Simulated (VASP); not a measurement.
Here is a VASP 6.6.1 calculation.

INCAR

```
PREC     = Accurate       # precision mode
ENCUT    = 500            # plane-wave cutoff, eV
EDIFF    = 1E-6           # SCF threshold, eV
ISMEAR   = 0              # smearing method
SIGMA    = 0.024          # smearing width, eV
LREAL    = False          # projectors in reciprocal space
LASPH    = True           # aspherical terms in the spheres
NELM     = 120            # most SCF steps
ALGO     = Normal         # electronic algorithm
ISIF     = 2              # what is computed and relaxed
LWAVE    = False          # write WAVECAR
LCHARG   = False          # write CHGCAR
GGA      = PE             # functional
NBANDS   = 16             # bands
GGA_COMPAT= False
```

Contents of KPOINTS:

```
regular mesh
0
Gamma
  11 11 6
```

POSCAR

```
Ir
1.0
    2.7513778946      0.0000000000      0.0000000000
   -1.3756889473      2.3827631521      0.0000000000
    0.0000000000      0.0000000000      4.4622900000
Ir
2
Direct
    0.3333333333      0.6666666667      0.2500000000
    0.6666666667      0.3333333333      0.7500000000
```

Potentials or basis: VASP PAW PBE potentials, release 64 (Ir).

Run with:

```console
$ cat potpaw_PBE.64/Ir/POTCAR > POTCAR
$ mpirun -np 1 vasp_std > vasp.out
```

Estimate the pressure.

-1.0 GPa.

What does it give for the band gap on the k mesh?

Zero (bands 9 and 10 overlap by 3.07 eV).

Stress tensor (GPa, compression positive):
```
-1.22  0.00  0.00
 0.00 -1.22  0.00
 0.00  0.00 -0.51
```

Caveat: spin-orbit coupling is left out, which moves the levels of the heavy elements.
